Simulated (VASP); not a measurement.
Input of a VASP 6.6.1 run:

The input INCAR:

```
PREC = Accurate
ENCUT = 520
EDIFF = 1E-7
ISMEAR = 0
SIGMA = 0.01
LREAL = F
LASPH = T
NELM = 100
ALGO = Normal
ISIF = 2
LWAVE = F
LCHARG = F
GGA = CA
NBANDS = 11
```

Contents of KPOINTS:

```
Automatic mesh
0
Gamma
  8 8 8
```

File POSCAR:

```
BeS
1.0
    2.4461314200      2.4461314200      0.0000000000
   -2.4461314200      2.4461314200      0.0000000000
    0.0000000000      2.4461314200      2.3693900421
Be S
1 1
Direct
    0.0000000000      0.0000000000      0.0000000000
    0.7500000000      0.2500000000      0.5000000000
```

Potentials or basis: VASP PAW LDA potentials, release 64 (Be, S).

Run with:

```console
$ cat potpaw_LDA.64/Be/POTCAR potpaw_LDA.64/S/POTCAR > POTCAR
$ mpirun -np 1 vasp_std > vasp.out
```

(1) Estimate the band gap on the k mesh.

(2) Estimate the pressure.

Answers

(1) 2.62 eV, indirect (least direct gap 5.41 eV).

(2) -2.6 GPa.

Caveat: the cell differs from its parent crystal (in-plane strain +0.02).
